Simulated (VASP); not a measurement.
## CuO (Tenorite): density of states with PBE

The system is CuO (Tenorite).

```
Cu O
1.0
     2.34465   -1.71340    0.00000
     2.34465    1.71340    0.00000
    -0.86055    0.00000    5.05944
Cu O
2 2
Direct
  0.49680 0.00320 0.50000
  0.00320 0.49680 0.00000
  0.40560 0.57140 0.75370
  0.57140 0.40560 0.25370
```

| Item | Value |
| --- | --- |
| Program | VASP 6.6.1 |
| Task | density of states |
| Functional | PBE |
| Potentials or basis | VASP PAW PBE potentials, release 64 (Cu, O) |
| Cutoff | 520 eV |
| k mesh | 10 × 10 × 5 |
| Occupations | fermi-dirac, width 0.05 eV |
| Spin | no spin polarisation |
| Dipole correction | no |
| k mesh for the DOS | 15 × 15 × 8 |
| Occupations for the DOS | tetrahedron |
| Further INCAR settings | ALGO = Normal; EDIFF = 1e-06; NBANDS = 25 |

- Valence electrons inside the program's atomic spheres: Cu 9.91; O 4.96

Levels at points of the mesh, in eV from the Fermi level:
```
           k point  band 13  band 14  band 15  band 16  band 17  band 18  band 19  band 20  band 21  band 22
(0.00, 0.00, 0.00)    -2.31    -2.22    -2.13    -1.65     0.22     0.92     1.71     6.06     8.16    13.36
(0.00, 0.00, 0.50)    -2.23    -2.23    -1.47    -1.47     0.25     0.25     3.93     3.93    11.70    11.70
```

Run time: 2.8 min on 1 thread of Intel(R) Xeon(R) 6975P-C (Granite Rapids), with other jobs on the host, peak memory 0.47 GiB.

Caveat: semilocal functionals often make such compounds metallic where correlation or magnetic order opens a gap, which also shifts bond lengths.
